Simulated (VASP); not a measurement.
Here is a VASP 6.6.1 calculation.

The input POSCAR:

```
CuO
1.0
    2.3446497600     -1.7133998200      0.0000000000
    2.3446497600      1.7133998200      0.0000000000
   -0.8605499100      0.0000000000      5.0594394800
Cu O
2 2
Direct
    0.0032000000      0.4968000000      0.0000000000
    0.4968000000      0.0032000000      0.5000000000
    0.5714000000      0.4056000000      0.2537000000
    0.4056000000      0.5714000000      0.7537000000
```

INCAR.step1

```
ALGO     = Normal         # electronic algorithm
EDIFF    = 1E-4           # SCF threshold, eV
ENCUT    = 520            # plane-wave cutoff, eV
GGA      = PE             # functional
ISMEAR   = 0              # smearing method
ISPIN    = 2              # spin polarisation
LASPH    = T              # aspherical terms in the spheres
LCHARG   = F              # write CHGCAR
LDAU     = T              # DFT+U
LDAUJ    = 0 0          
LDAUL    = 2 -1           # shell
LDAUTYPE = 2            
LDAUU    = 2.5 0          # U, eV
LMAXMIX  = 4              # l up to which the mixer works
LREAL    = F              # projectors in reciprocal space
LWAVE    = T              # write WAVECAR
MAGMOM   = 1 -1 0 0       # initial moments
NBANDS   = 29             # bands
NELM     = 150            # most SCF steps
PREC     = Accurate       # precision mode
SIGMA    = 0.05           # smearing width, eV
```

File INCAR.step2:

```
ALGO     = Normal         # electronic algorithm
EDIFF    = 1E-6           # SCF threshold, eV
ENCUT    = 520            # plane-wave cutoff, eV
ISIF     = 2              # what is computed and relaxed
ISMEAR   = 0              # smearing method
ISPIN    = 2              # spin polarisation
ISTART   = 1            
LASPH    = T              # aspherical terms in the spheres
LCHARG   = F              # write CHGCAR
LDAU     = T              # DFT+U
LDAUJ    = 0 0          
LDAUL    = 2 -1           # shell
LDAUPRINT= 1            
LDAUTYPE = 2            
LDAUU    = 2.5 0          # U, eV
LMAXMIX  = 4              # l up to which the mixer works
LMIXTAU  = T            
LORBIT   = 11             # projections on sites
LREAL    = F              # projectors in reciprocal space
LWAVE    = F              # write WAVECAR
MAGMOM   = 1 -1 0 0       # initial moments
METAGGA  = R2SCAN         # meta-GGA
NBANDS   = 29             # bands
NELM     = 150            # most SCF steps
PREC     = Accurate       # precision mode
SIGMA    = 0.05           # smearing width, eV
```

KPOINTS

```
k-points
0
Gamma
  7 7 4
```

Potentials or basis: VASP PAW PBE potentials, release 64 (Cu, O).

Command:

```bash
$ cat potpaw_PBE.64/Cu/POTCAR potpaw_PBE.64/O/POTCAR > POTCAR
$ cp INCAR.step1 INCAR
$ mpirun -np 1 vasp_std > vasp.out
$ cp INCAR.step2 INCAR
$ mpirun -np 1 vasp_std > vasp.out
```

(1) Predict the net moment.

(2) Estimate the pressure.

(3) Estimate the largest force.

(4) What does it give for the band gap on the k mesh?

## Answers

(1) 0.00 μB per cell.

(2) -1.2 GPa.

(3) 0.776 eV/Å.

(4) 1.02 eV, indirect (least direct gap 1.25 eV).

Caveat: the PAW data sets were made with another functional, which shifts forces and pressure a little.
